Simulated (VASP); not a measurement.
Wanted: the native input for a VASP 6.6.1 run.

```
Task                   : single point
Functional             : PBEsol
Potentials or basis    : VASP PAW PBE potentials, release 64 (Hf_pv, N)
Cutoff                 : 520 eV
k mesh                 : 12 × 12 × 12
Occupations            : gaussian, width 0.1 eV
Spin                   : no spin polarisation
Dipole correction      : no
Further INCAR settings : ALGO = Normal; EDIFF = 1e-06; NBANDS = 28
```

The structure of Hf3N2 lies in POSCAR:

```
Hf3N2
1.0
    1.5237085454      0.8797135388      7.3710989089
   -1.5237085454      0.8797135388      7.3710989089
    0.0000000000     -1.7594270777      7.3710989089
Hf N
3 2
Direct
    0.7806054746      0.7806054746      0.7806054746
    0.2193945254      0.2193945254      0.2193945254
    0.0000000000      0.0000000000      0.0000000000
    0.6100380061      0.6100380061      0.6100380061
    0.3899619939      0.3899619939      0.3899619939
```

One way to write it, as run:

INCAR

```
SYSTEM = Hf3N2
PREC = Accurate
ENCUT = 520
EDIFF = 1E-6
ISMEAR = 0
SIGMA = 0.1
LREAL = .False.
LASPH = .True.
NELM = 80
ALGO = Normal
ISIF = 2
LWAVE = .False.
LCHARG = .False.
GGA = PS
NBANDS = 28
```

KPOINTS

```
regular mesh
0
Gamma
  12 12 12
  0 0 0
```

Potentials or basis: VASP PAW PBE potentials, release 64 (Hf_pv, N).

The run is started by

```sh
$ cat potpaw_PBE.64/Hf_pv/POTCAR potpaw_PBE.64/N/POTCAR > POTCAR
$ mpirun -np 1 vasp_std > vasp.out
```

Results of the run:

The pressure is 38.9 GPa, the largest force is 0.072 eV/Å and the band gap on the k mesh is zero (bands 20 and 21 overlap by 0.85 eV).

Caveat: the cell stands under pressure; the PAW data sets were made with another functional, which shifts forces and pressure a little; spin-orbit coupling is left out, which moves the levels of the heavy elements.

It took 22 min on 1 thread of AMD EPYC 9R14 (Zen 4) (shared host), peak memory 0.56 GiB.
